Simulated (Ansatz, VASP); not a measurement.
## Two plane-wave programs on ZnS

File POSCAR:

```
ZnS
1.0
    3.8230000000      0.0000000000      0.0000000000
   -1.9115000000      3.3108151187      0.0000000000
    0.0000000000      0.0000000000      6.2610000000
Zn S
2 2
Direct
    0.3333333333      0.6666666667      0.0000000000
    0.6666666667      0.3333333333      0.5000000000
    0.3333333333      0.6666666667      0.3750000000
    0.6666666667      0.3333333333      0.8750000000
```

File INCAR.step1:

```
SYSTEM = ZnS
  PREC = Accurate
  ENCUT = 520
  ISMEAR = 0
  SIGMA = 0.1
  LREAL = .False.
  LASPH = .True.
  NELM = 80
  NBANDS = 26
  GGA = PE
  ALGO = Normal
  EDIFF = 1E-4
  LWAVE = .True.
  LCHARG = .False.
```

Contents of INCAR.step2:

```
SYSTEM = ZnS
  PREC = Accurate
  ENCUT = 520
  EDIFF = 1E-7
  ISMEAR = 0
  SIGMA = 0.1
  LREAL = .False.
  LASPH = .True.
  NELM = 80
  ALGO = Normal
  ISIF = 2
  LWAVE = .False.
  LCHARG = .True.
  METAGGA = R2SCAN
  LMIXTAU = .True.
  LELF = .True.
  LVHAR = .True.
  NBANDS = 26
  ISTART = 1
```

The input KPOINTS:

```
Automatic mesh
0
Gamma
  6 6 4
  0 0 0
```

Input for Ansatz:

```yaml
crystal:
  lattice:
    - [3.823, 0.0, 0.0]
    - [-1.9115, 3.3108151187, 0.0]
    - [0.0, 0.0, 6.261]
  atoms:
    - { symbol: Zn, position: [0.3333333333, 0.6666666667, 0.0] }
    - { symbol: Zn, position: [0.6666666667, 0.3333333333, 0.5] }
    - { symbol: S, position: [0.3333333333, 0.6666666667, 0.375] }
    - { symbol: S, position: [0.6666666667, 0.3333333333, 0.875] }
basis:
  ecutwfc: 500
kpoints:
  mp_grid: { grid: [6, 6, 4] }
hamiltonian:
  xc: r2scan
  pseudopotentials: { kind: paw, azcp: { folder: soft_1 } }
scf:
  occupations: { method: gaussian, width: 0.1 }
output:
  forces: true
  stress: true
  eigenvalues: true
```

Alike in both runs: task single point; functional r2SCAN; k mesh 6 × 6 × 4; occupations gaussian, width 0.1 eV; no spin polarisation.

|  | VASP | Ansatz |
| --- | --- | --- |
| version | VASP 6.6.1 | Ansatz 0.2.0 |
| potentials or method | VASP PAW PBE potentials, release 64 (Zn, S), cutoff 520 eV | scalar-relativistic, plane waves, PAW |
| valence electrons in the cell | 36 | 36 |

|  | VASP | Ansatz | Ansatz less VASP |
| --- | --- | --- | --- |
| gap on the k mesh at the Fermi level (eV) | 2.74 | 2.73 | -0.011 |
| least direct gap on the mesh (eV) | 2.74 | 2.73 | -0.011 |
| pressure (GPa) | -0.8 | -0.8 | +0.01 |
| rms of the force components (eV/Å) | 0.004 | 0.008 | +0.0034 |

VASP's potentials were made for PBE, not for r2SCAN. Atom by atom the forces differ by 0.003 eV/Å (rms over components). With one functional, cell and mesh, what is left measures potentials, basis and numerics.
